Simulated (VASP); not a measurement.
Set up this calculation in VASP 6.6.1, as the native input.

* Task: single point
* Functional: PBE
* Potentials or basis: VASP PAW PBE potentials, release 64 (Sn_d, Ge_d, Te)
* Cutoff: 520 eV
* k mesh: 6 × 6 × 2
* Occupations: gaussian, width 0.1 eV
* Spin: no spin polarisation
* Dipole correction: no
* Further INCAR settings: ALGO = Normal; EDIFF = 1e-07; NBANDS = 39

The structure of SnGe2Te3 lies in POSCAR:

```
SnGe2Te3
1.0
    4.3381784000      0.0000000000      0.0000000000
   -2.1690892000      3.7569727000      0.0000000000
    0.0000000000      0.0000000000     10.6728232000
Sn Ge Te
1 2 3
Direct
    0.0000000000      0.0000000000      0.5000000000
    0.6666667000      0.3333333000      0.8410210000
    0.3333333000      0.6666667000      0.1589790000
    0.3333333000      0.6666667000      0.6828670000
    0.6666667000      0.3333333000      0.3171330000
    0.0000000000      0.0000000000      0.0000000000
```

The input as run:

INCAR

```
SYSTEM = SnGe2Te3
PREC = Accurate
ENCUT = 520
EDIFF = 1E-7
ISMEAR = 0
SIGMA = 0.1
LREAL = .False.
LASPH = .True.
NELM = 100
ALGO = Normal
ISIF = 2
LWAVE = .False.
LCHARG = .False.
GGA = PE
NBANDS = 39
```

KPOINTS

```
Automatic mesh
0
Gamma
  6 6 2
  0 0 0
```

Potentials or basis: VASP PAW PBE potentials, release 64 (Sn_d, Ge_d, Te).

Launch:

```sh
$ cat potpaw_PBE.64/Sn_d/POTCAR potpaw_PBE.64/Ge_d/POTCAR potpaw_PBE.64/Te/POTCAR > POTCAR
$ mpirun -np 1 vasp_std > vasp.out
```

It gave:

```yaml
Pressure: 0.2 GPa
Largest_force: 0.016 eV/Å
Band_gap_on_the_k_mesh: 0.26 eV (least direct gap 0.30 eV)
```

Caveat: spin-orbit coupling is left out, which moves the levels of the heavy elements.

Run time: 2.3 min on 1 thread of Intel Xeon 8259CL, with other jobs on the host, peak memory 0.32 GiB.
